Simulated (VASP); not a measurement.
# WSe2 (P6_3/mmc) in VASP: settings compared, part 2 of 2

VASP 6.6.1. The steps go on from the part before.

### Step 5. Single point, PBE+D3(BJ)

This run uses another cell than the first one, of 19.85 Å³/atom, 0.960 times its volume.

Contents of INCAR:

```
ALGO = Normal ; EDIFF = 1E-7
ENCUT = 520 ; GGA = PE
ISIF = 2 ; ISMEAR = -1
IVDW = 12 ; LASPH = True
LCHARG = True ; LELF = True
LREAL = False ; LVHAR = True
LWAVE = False ; NBANDS = 35
NELM = 100 ; PREC = Accurate
SIGMA = 0.02
```

Contents of KPOINTS:

```
k-points
0
Gamma
  12 12 2
```

Contents of POSCAR:

```
WSe2
1.0
    3.2790274352      0.0000000000      0.0000000000
   -1.6395137176      2.8397210586      0.0000000000
    0.0000000000      0.0000000000     12.7886107767
W Se
2 4
Direct
    0.3333333333      0.6666666667      0.2500000000
    0.6666666667      0.3333333333      0.7500000000
    0.3333333333      0.6666666667      0.6182912129
    0.6666666667      0.3333333333      0.1182912129
    0.3333333333      0.6666666667      0.8817087871
    0.6666666667      0.3333333333      0.3817087871
```

On the command line:

```
cat potpaw_PBE.64/W_sv/POTCAR potpaw_PBE.64/Se/POTCAR > POTCAR
mpirun -np 1 vasp_std > vasp.out
```

Wall time 89 s (1 thread of Intel Xeon 6975P-C (Granite Rapids), shared host); peak memory 0.3 GiB.

It converged, with:

```yaml
Free_energy: -45.9306 eV
Pressure: 0.3 GPa
Largest_force: 0.047 eV/Å
Band_gap_on_the_k_mesh: 0.89 eV, indirect (least direct gap 1.56 eV)
Dispersion_energy_per_atom: -0.475 eV
```

Forces in eV/Å, atoms in the order of the input:
```
W    0.000  0.000  0.000
W    0.000  0.000  0.000
Se   0.000  0.000 -0.047
Se   0.000  0.000 -0.047
Se   0.000  0.000  0.047
Se   0.000  0.000  0.047
```

Stress tensor (GPa, compression positive):
```
0.28 0.00 0.00
0.00 0.28 0.00
0.00 0.00 0.40
```

Levels at points of the mesh, in eV from the valence-band top:
```tsv
k point	band 23	band 24	band 25	band 26	band 27	band 28	band 29	band 30
(0.00, 0.00, 0.00)	-1.46	-1.20	-0.96	0.00	2.63	2.63	2.68	2.68
(0.50, 0.00, 0.00)	-1.49	-1.38	-1.31	-1.06	2.15	2.20	2.27	2.69
(0.00, 0.00, 0.50)	-1.50	-1.50	-0.20	-0.20	2.63	2.63	2.63	2.63
(0.50, 0.00, 0.50)	-1.37	-1.37	-1.22	-1.22	2.17	2.17	2.52	2.52
```

Caveat: spin-orbit coupling is left out, which moves the levels of the heavy elements.

### Step 6. Single point, PBE+D4

This run uses another cell than the first one, of 19.92 Å³/atom, 0.964 times its volume.

Contents of INCAR:

```
SYSTEM = WSe2
PREC = Accurate
ENCUT = 520
EDIFF = 1E-6
ISMEAR = -1
SIGMA = 0.02
LREAL = .False.
LASPH = .True.
NELM = 80
ALGO = Normal
ISIF = 2
LWAVE = .False.
LCHARG = .False.
GGA = PE
IVDW = 13
NBANDS = 35
```

Contents of KPOINTS:

```
Automatic mesh
0
Gamma
  12 12 2
  0 0 0
```

Contents of POSCAR:

```
WSe2
1.0
    3.2787291568      0.0000000000      0.0000000000
   -1.6393645784      2.8394627420      0.0000000000
    0.0000000000      0.0000000000     12.8384221401
W Se
2 4
Direct
    0.3333333333      0.6666666667      0.2500000000
    0.6666666667      0.3333333333      0.7500000000
    0.3333333333      0.6666666667      0.6187026262
    0.6666666667      0.3333333333      0.1187026262
    0.3333333333      0.6666666667      0.8812973738
    0.6666666667      0.3333333333      0.3812973738
```

Potentials or basis: VASP PAW PBE potentials, release 64 (W_sv, Se).

On the command line:

```
cat potpaw_PBE.64/W_sv/POTCAR potpaw_PBE.64/Se/POTCAR > POTCAR
mpirun -np 1 vasp_std > vasp.out
```

OUTCAR:

```text
SYSTEM = WSe2
   PREC = Accurate
   ENCUT = 520
   EDIFF = 1E-6
   ISMEAR = -1
   LREAL = .False.
   LASPH = .True.
   NELM = 80
   ISIF = 2
   GGA = PE
   IVDW = 13

 ion  position               nearest neighbor table
   1  0.333  0.667  0.250-   4 2.53   6 2.53   4 2.53   6 2.53   4 2.53   6 2.53
   2  0.667  0.333  0.750-   3 2.53   5 2.53   3 2.53   5 2.53   3 2.53   5 2.53
   3  0.333  0.667  0.619-   2 2.53   2 2.53   2 2.53
   4  0.667  0.333  0.119-   1 2.53   1 2.53   1 2.53
   5  0.333  0.667  0.881-   2 2.53   2 2.53   2 2.53
   6  0.667  0.333  0.381-   1 2.53   1 2.53   1 2.53

  LATTYP: Found a hexagonal cell.
 ALAT       =     3.2787291568
 C/A-ratio  =     3.9156702265

  Lattice vectors:

 A1 = (   3.2787291568,   0.0000000000,   0.0000000000)
 A2 = (  -1.6393645784,   2.8394627420,   0.0000000000)
 A3 = (   0.0000000000,   0.0000000000,  12.8384221401)

Analysis of symmetry for initial positions (statically):
=====================================================================
 Subroutine PRICEL returns:
 Original cell was already a primitive cell.

 Routine SETGRP: Setting up the symmetry group for a
 hexagonal supercell.

[... 180 lines left out ...]
 Fermi energy:         6.9610110535

 k-point     1 :       0.0000    0.0000    0.0000
  band No.  band energies     occupation
      1     -67.8624      2.00000
      2     -67.8624      2.00000
      3     -32.1129      2.00000
      4     -32.1129      2.00000
      5     -31.9750      2.00000
      6     -31.9750      2.00000
[... 901 lines left out ...]
     34      10.3885      0.00000
     35      12.0142      0.00000

 [... further k-points ...]

------------------------ aborting loop because EDIFF is reached ----------------------------------------

  DFT-D4 for vdW energy calculation

  Edisp (eV):   -2.97635

  FORCE on cell =-STRESS in cart. coord.  units (eV):
  Direction    XX          YY          ZZ          XY          YZ          ZX
  --------------------------------------------------------------------------------------
  -------------------------------------------------------------------------------------
  Total       0.20886     0.20886     0.27105     0.00000    -0.00000     0.00000
  in kB       2.79970     2.79970     3.63334     0.00000    -0.00000     0.00000
  external pressure =        3.08 kB  Pullay stress =        0.00 kB

 VOLUME and BASIS-vectors are now :
 -----------------------------------------------------------------------------
  energy-cutoff  :      520.00
  volume of cell :      119.52
      direct lattice vectors                 reciprocal lattice vectors
     3.278729157  0.000000000  0.000000000     0.304996220  0.176089650  0.000000000
    -1.639364578  2.839462742  0.000000000     0.000000000  0.352179300  0.000000000
     0.000000000  0.000000000 12.838422140     0.000000000  0.000000000  0.077891192

 POSITION                                       TOTAL-FORCE (eV/Angst)
 -----------------------------------------------------------------------------------
     -0.00000      1.89298      3.20961        -0.000000      0.000000      0.000000
      1.63936      0.94649      9.62882         0.000000     -0.000000      0.000000
     -0.00000      1.89298      7.94317         0.000000      0.000000     -0.039469
      1.63936      0.94649      1.52395        -0.000000     -0.000000     -0.039469
     -0.00000      1.89298     11.31447        -0.000000      0.000000      0.039469
      1.63936      0.94649      4.89526         0.000000     -0.000000      0.039469
 -----------------------------------------------------------------------------------
    total drift:                               -0.000000      0.000000     -0.000000

  FREE ENERGIE OF THE ION-ELECTRON SYSTEM (eV)
  ---------------------------------------------------
  free  energy   TOTEN  =       -46.0652931843 eV

  energy  without entropy=      -46.0652931843  energy(sigma->0) =      -46.06529318
```

Run time: 66 s. Hardware: 1 thread of Intel Xeon 6975P-C (Granite Rapids), shared host; peak memory 0.29 GiB.

Results:

```yaml
Free_energy: -46.0653 eV
Pressure: 0.3 GPa
Largest_force: 0.039 eV/Å
Band_gap_on_the_k_mesh: 0.91 eV, indirect (least direct gap 1.57 eV)
Dispersion_energy_per_atom: -0.496 eV
```

Forces in eV/Å, atoms in the order of the input:
```
W    0.000  0.000  0.000
W    0.000  0.000  0.000
Se   0.000  0.000 -0.039
Se   0.000  0.000 -0.039
Se   0.000  0.000  0.039
Se   0.000  0.000  0.039
```

Caveat: spin-orbit coupling is left out, which moves the levels of the heavy elements.

### Step 7. The runs side by side

| task | level | cell | k mesh | cutoff (eV) | smearing | gap on the mesh (eV) | pressure (GPa) | largest force (eV/Å) |
| --- | --- | --- | --- | --- | --- | --- | --- | --- |
| single point | r2SCAN | a = 3.300, b = 3.300, c = 13.149 Å, angles 90.0, 90.0, 120.0°, 6 atoms | 12 × 12 × 2 | 520 | gaussian 0.01 eV | 1.16 | 1.7 | 0.01 |
| relaxation of cell and atoms | PBE+D4 | relaxed from a = 3.279, b = 3.279, c = 12.789 Å, angles 90.0, 90.0, 120.0°, 6 atoms | 12 × 12 × 2 | 600 | fermi-dirac 0.02 eV | 0.91 | 0.0 | - |
| single point | PBE | a = 3.300, b = 3.300, c = 13.149 Å, angles 90.0, 90.0, 120.0°, 6 atoms | 6 × 6 × 2 | 520 | gaussian 0.01 eV | 1.04 | 3.7 | 0.33 |
| single point | PBE+D3(BJ) | a = 3.279, b = 3.279, c = 12.789 Å, angles 90.0, 90.0, 120.0°, 6 atoms | 12 × 12 × 2 | 520 | fermi-dirac 0.02 eV | 0.89 | 0.3 | 0.05 |
| single point | PBE+D4 | a = 3.279, b = 3.279, c = 12.838 Å, angles 90.0, 90.0, 120.0°, 6 atoms | 12 × 12 × 2 | 520 | fermi-dirac 0.02 eV | 0.91 | 0.3 | 0.04 |

Alike in all rows: potentials or basis VASP PAW PBE potentials, release 64 (W_sv, Se); no spin polarisation.

Caveats: spin-orbit coupling is left out, which moves the levels of the heavy elements; the PAW data sets were made with another functional, which shifts forces and pressure a little (some runs); this functional lacks dispersion, which binds the layers, so the pressure and a relaxed spacing across them are unreliable (some runs).

Absolute energies hang on the potentials; compare differences alone.

### Step 8. Comparison with measurements

Step 2. Measured gap of WSe2: 1.3 eV (indirect; “Time-resolved XUV ARPES with tunable 24–33 eV laser pulses at 30 meV resolution”, 2019, pmc:6684652). This calculation gives 1.16 eV (-0.14 eV). Spin-orbit coupling on Se, W is left out. The value is that of r2SCAN on a finite k mesh, which can miss the band edges, without temperature or zero-point motion.

Step 5. A measured gap of WSe2 is 1.3 eV (indirect; “Time-resolved XUV ARPES with tunable 24–33 eV laser pulses at 30 meV resolution”, 2019, pmc:6684652); the calculated 0.89 eV misses it by -0.41 eV. Spin-orbit coupling on Se, W is left out. The value is that of PBE+D3(BJ) on a finite k mesh, which can miss the band edges, without temperature or zero-point motion. Semilocal functionals fall short of measured gaps as a rule.

Step 6. Measured gap of WSe2: 1.3 eV (indirect; “Time-resolved XUV ARPES with tunable 24–33 eV laser pulses at 30 meV resolution”, 2019, pmc:6684652). This calculation gives 0.91 eV (-0.39 eV). Spin-orbit coupling on Se, W is left out. The value is that of PBE+D4 on a finite k mesh, which can miss the band edges, without temperature or zero-point motion. Semilocal functionals fall short of measured gaps as a rule.
